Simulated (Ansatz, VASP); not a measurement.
## One calculation of Cu, two programs

```
Cu
1.0
    -1.44279   -1.44279   -1.37608
    -1.44279   -1.44279    1.37608
    -9.85918    7.45434    0.00000
Cu
6
Direct
  0.46528 0.46528 0.08332
  0.61803 0.61803 0.91665
  0.32638 0.32638 0.41665
  0.89583 0.89583 0.24998
  0.18748 0.18748 0.74998
  0.75693 0.75693 0.58332
```

Alike in both runs: task single point; functional PBEsol; k mesh 20 × 20 × 4; occupations gaussian, width 0.15 eV; no spin polarisation.

```csv
,VASP,Ansatz
version,VASP 6.6.1,Ansatz 0.2.0
potentials or method,"VASP PAW PBE potentials, release 64 (Cu), cutoff 520 eV","scalar-relativistic, plane waves, PAW"
valence electrons in the cell,66,114
```

```tsv
	VASP	Ansatz	Ansatz less VASP
gap on the k mesh at the Fermi level (eV)	none	none	-
pressure (GPa)	3.4	2.8	-0.68
traceless stress, the component that is largest in VASP (GPa)	-6.82	-6.87	-0.057
rms of the force components (eV/Å)	0.940	0.942	+0.0020
```

VASP's potentials were made for PBE, not for PBEsol. Atom by atom the forces differ by 0.002 eV/Å (rms over components). A gap of «none» marks a metal or a gap that the smearing closes. The functional is the same, so the differences come from potentials, cutoffs and numerics. VASP's potentials hold 66 valence electrons a cell and Ansatz's 114, so a difference there can come from the potentials and not from the codes.
